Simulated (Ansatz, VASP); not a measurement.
# One calculation of Sc2I, two programs

Contents of INCAR:

```
PREC = Accurate ; ENCUT = 520
EDIFF = 1E-6 ; ISMEAR = 0
SIGMA = 0.1 ; LREAL = F
LASPH = T ; NELM = 100
ALGO = Normal ; ISIF = 2
LWAVE = F ; LCHARG = F
GGA = PE ; NBANDS = 38
```

Contents of KPOINTS:

```
regular mesh
0
Gamma
  4 4 4
```

Contents of POSCAR:

```
Sc2I
1.0
    4.9375239878      0.0000000000      0.0000000000
    0.0000000000      4.9375239878      0.0000000000
    0.0000000000      0.0000000000      7.1081342802
Sc I
4 2
Direct
    0.0000000000      0.5000000000      0.2030000000
    0.0000000000      0.5000000000      0.7030000000
    0.5000000000      0.0000000000      0.2970000000
    0.5000000000      0.0000000000      0.7970000000
    0.0000000000      0.0000000000      0.0000000000
    0.5000000000      0.5000000000      0.5000000000
```

Input for Ansatz:

```yaml
crystal:
  lattice:
    - [4.9375239878, 0.0, 0.0]
    - [0.0, 4.9375239878, 0.0]
    - [0.0, 0.0, 7.1081342802]
  atoms:
    - { symbol: Sc, position: [0.0, 0.5, 0.203] }
    - { symbol: Sc, position: [0.0, 0.5, 0.703] }
    - { symbol: Sc, position: [0.5, 0.0, 0.297] }
    - { symbol: Sc, position: [0.5, 0.0, 0.797] }
    - { symbol: I, position: [0.0, 0.0, 0.0] }
    - { symbol: I, position: [0.5, 0.5, 0.5] }
basis:
  ecutwfc: 420
kpoints:
  mp_grid: { grid: [4, 4, 4] }
hamiltonian:
  xc: pbe
scf:
  occupations: { method: gaussian, width: 0.1 }
  lower_state_search: "off"
output:
  forces: true
  stress: true
  eigenvalues: true
```

Alike in both runs: task single point; functional PBE; k mesh 4 × 4 × 4; occupations gaussian, width 0.1 eV; no spin polarisation.

|  | VASP | Ansatz |
| --- | --- | --- |
| version | VASP 6.6.1 | Ansatz 0.2.0 |
| potentials or method | VASP PAW PBE potentials, release 64 (Sc_sv, I), cutoff 520 eV | scalar-relativistic, plane waves, PAW |
| valence electrons in the cell | 58 | 78 |

|  | VASP | Ansatz | Ansatz less VASP |
| --- | --- | --- | --- |
| gap on the k mesh at the Fermi level (eV) | none | none | - |
| pressure (GPa) | -1.6 | -1.6 | -0.02 |
| traceless stress, the component that is largest in VASP (GPa) | -1.61 | -1.60 | +0.011 |
| rms of the force components (eV/Å) | 0.150 | 0.147 | -0.0025 |

Atom by atom the forces differ by 0.002 eV/Å (rms over components). A gap of «none» marks a metal or a gap that the smearing closes. VASP's potentials hold 58 valence electrons a cell and Ansatz's 78, so a difference there can come from the potentials and not from the codes.

Neither program's run includes spin-orbit coupling.
